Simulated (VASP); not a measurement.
# Li2O (lda) (Fm-3m) in VASP: further runs, part 2 of 2

VASP 6.6.1. The steps go on from the part before.

### 3 Relaxation of cell and atoms, LDA

This run uses another cell than the first one, of 7.55 Å³/atom, 0.915 times its volume.

INCAR

```
PREC     = Accurate       # precision mode
ENCUT    = 750            # plane-wave cutoff, eV
EDIFF    = 1E-7           # SCF threshold, eV
ISMEAR   = 0              # smearing method
SIGMA    = 0.02           # smearing width, eV
LREAL    = F              # projectors in reciprocal space
LASPH    = T              # aspherical terms in the spheres
NELM     = 120            # most SCF steps
ALGO     = Normal         # electronic algorithm
ISIF     = 3              # what is computed and relaxed
LWAVE    = F              # write WAVECAR
LCHARG   = F              # write CHGCAR
IBRION   = 2              # ionic algorithm
NSW      = 100            # ionic steps
EDIFFG   = -0.002         # ionic threshold
GGA_COMPAT= F            
NELMIN   = 4
```

KPOINTS

```
regular mesh
0
Gamma
  10 10 10
```

POSCAR

```
Li2O
1.0
    0.0000000000      2.2459295822      2.2459295822
    2.2459295822      0.0000000000      2.2459295822
    2.2459295822      2.2459295822      0.0000000000
Li O
2 1
Direct
    0.2500000000      0.2500000000      0.2500000000
    0.7500000000      0.7500000000      0.7500000000
    0.0000000000      0.0000000000      0.0000000000
```

Potentials or basis: VASP PAW LDA potentials, release 64 (Li_sv, O).

Started as:

```
$ cat potpaw_LDA.64/Li_sv/POTCAR potpaw_LDA.64/O/POTCAR > POTCAR
$ mpirun -np 1 vasp_std > vasp.out
```

OUTCAR:

```text
PREC = Accurate
   ENCUT = 750
   EDIFF = 1E-7
   ISMEAR = 0
   LREAL = F
   LASPH = T
   NELM = 120
   ISIF = 3
   IBRION = 2
   NSW = 100
   EDIFFG = -0.002
   NELMIN = 4

 ion  position               nearest neighbor table
   1  0.250  0.250  0.250-   3 1.95   3 1.95   3 1.95   3 1.95   2 2.25   2 2.25   2 2.25   2 2.25
                             2 2.25   2 2.25
   2  0.750  0.750  0.750-   3 1.95   3 1.95   3 1.95   3 1.95   1 2.25   1 2.25   1 2.25   1 2.25
                             1 2.25   1 2.25
   3  0.000  0.000  0.000-   2 1.95   2 1.95   2 1.95   1 1.95   1 1.95   1 1.95   2 1.95   1 1.95

  LATTYP: Found a face centered cubic cell.
 ALAT       =     4.4918591644

  Lattice vectors:

 A1 = (   0.0000000000,   2.2459295822,   2.2459295822)
 A2 = (   2.2459295822,   0.0000000000,   2.2459295822)
 A3 = (   2.2459295822,   2.2459295822,   0.0000000000)

Analysis of symmetry for initial positions (statically):
=====================================================================
 Subroutine PRICEL returns:
 Original cell was already a primitive cell.

 Routine SETGRP: Setting up the symmetry group for a
 face centered cubic supercell.

 Subroutine GETGRP returns: Found 48 space group operations
 (whereof 48 operations were pure point group operations)
 out of a pool of 48 trial point group operations.

The static configuration has the point symmetry O_h .
[... 172 lines left out ...]
  Total       -0.0346483     -0.0346483     -0.0346483      0.0000000      0.0000000      0.0000000
  in kB       -2.4500474     -2.4500474     -2.4500474      0.0000000      0.0000000      0.0000000
  external PRESSURE =      -2.4500474 kB  Pullay stress =       0.0000000 kB
[... 61 lines left out ...]
--------------------------------------- Ionic step        3  -------------------------------------------

 number of electron      12.0000004 magnetization

 Free energy of the ion-electron system (eV)
  ---------------------------------------------------
  ext. energy  EPLUGINS =         0.00000000
  ---------------------------------------------------
  free energy    TOTEN  =       -15.76016016 eV

  energy without entropy =      -15.76016016  energy(sigma->0) =      -15.76016016

 E-fermi :   1.7276     XC(G=0): -10.6223

 val. band max:        1.6334234840   @ k =   0.0000   0.0000   0.0000
 cond. band min:       6.5885961914   @ k =   0.5000   0.5000   0.0000
 fundamental gap:      4.9551727074
 Fermi energy:         1.7275924417

 k-point     1 :       0.0000    0.0000    0.0000
  band No.  band energies     occupation
      1     -40.1138      2.00000
      2     -39.6299      2.00000
      3     -13.6068      2.00000
      4       1.6334      2.00000
      5       1.6334      2.00000
      6       1.6334      2.00000
      7       7.5503      0.00000
      8      13.7056      0.00000
      9      13.7056      0.00000
     10      13.7056      0.00000
[... 287 lines left out ...]
 k-point    24 :       0.4000    0.3000    0.0000
  band No.  band energies     occupation
      1     -39.9518      2.00000
      2     -39.7430      2.00000
      3     -13.3957      2.00000
      4      -0.1498      2.00000
      5       0.3846      2.00000
      6       0.4905      2.00000
      7       7.6453      0.00000
      8      14.7877      0.00000
      9      15.0933      0.00000
     10      16.5508      0.00000

 [... further k-points ...]
[... 5 lines left out ...]
  --------------------------------------------------------------------------------------
  -------------------------------------------------------------------------------------
  Total        0.0045328      0.0045328      0.0045328      0.0000000      0.0000000      0.0000000
  in kB        0.3214339      0.3214339      0.3214339      0.0000000      0.0000000      0.0000000
  external PRESSURE =       0.3214339 kB  Pullay stress =       0.0000000 kB
[... 18 lines left out ...]
  FREE ENERGIE OF THE ION-ELECTRON SYSTEM (eV)
  ---------------------------------------------------
  free  energy   TOTEN  =       -15.7601601602 eV

  energy  without entropy=      -15.7601601602  energy(sigma->0) =      -15.76016016

 reached required accuracy - stopping structural energy minimisation
```

OSZICAR:

```text
N       E                     dE             d eps       ncg     rms          rms(c)
DAV:   1     0.456030738159E+02    0.45603E+02   -0.80911E+03   940   0.168E+03
DAV:   2    -0.123946847425E+02   -0.57998E+02   -0.55900E+02  1080   0.268E+02
DAV:   3    -0.173963854663E+02   -0.50017E+01   -0.49820E+01  1636   0.680E+01
[... 19 lines left out ...]
DAV:   1    -0.157602479824E+02   -0.91305E-04   -0.16688E-03   966   0.405E-01    0.736E-02
DAV:   2    -0.157601666560E+02    0.81326E-04   -0.55559E-04   962   0.189E-01    0.224E-02
DAV:   3    -0.157601619128E+02    0.47431E-05   -0.15908E-05  1068   0.382E-02    0.131E-02
DAV:   4    -0.157601601768E+02    0.17360E-05   -0.34337E-06  1646   0.166E-02    0.162E-03
DAV:   5    -0.157601601602E+02    0.16653E-07   -0.25476E-07   906   0.570E-03
   3 F= -.15760160E+02 E0= -.15760160E+02  d E =-.410032E-04
```

CONTCAR:

```text
Li2O
   1.00000000000000
     0.0000000000000000    2.2438104240404249    2.2438104240404249
     2.2438104240404249    0.0000000000000000    2.2438104240404249
     2.2438104240404249    2.2438104240404249   -0.0000000000000000
  Li              O
     2     1
Direct
     0.2500000000000000    0.2500000000000000    0.2500000000000000
     0.7500000000000000    0.7500000000000000    0.7500000000000000
     0.0000000000000000    0.0000000000000000    0.0000000000000000

  0.00000000E+00  0.00000000E+00  0.00000000E+00
  0.00000000E+00  0.00000000E+00  0.00000000E+00
  0.00000000E+00  0.00000000E+00  0.00000000E+00
```

Wall time 27 s (1 thread of Intel Xeon 6975P-C, shared host); peak memory 0.14 GiB.

Results:

```
Free energy                            : -15.7602 eV
Relaxed volume                         : 7.53 Å³/atom
Relaxed cell                           : a = 3.173 Å, b = 3.173 Å, c = 3.173 Å, α = 60.00°, β = 60.00°, γ = 60.00°
Space group after relaxing (to 0.05 Å) : Fm-3m (No. 225)
Energy gained by relaxing              : 0.0 meV/atom
Ionic steps                            : 3
Pressure after relaxing                : 0.0 GPa
Band gap on the k mesh                 : 4.96 eV, indirect (least direct gap 5.92 eV)
```

Final structure:
```cif
data_structure
_symmetry_space_group_name_H-M 'P 1'
_symmetry_Int_Tables_number 1
_cell_length_a 3.1732
_cell_length_b 3.1732
_cell_length_c 3.1732
_cell_angle_alpha 60.000
_cell_angle_beta 60.000
_cell_angle_gamma 60.000
_cell_volume 22.59
loop_
_atom_site_label
_atom_site_type_symbol
_atom_site_fract_x
_atom_site_fract_y
_atom_site_fract_z
_atom_site_occupancy
Li1 Li 0.25000 0.25000 0.25000 1
Li2 Li 0.75000 0.75000 0.75000 1
O1 O 0.00000 0.00000 0.00000 1
```
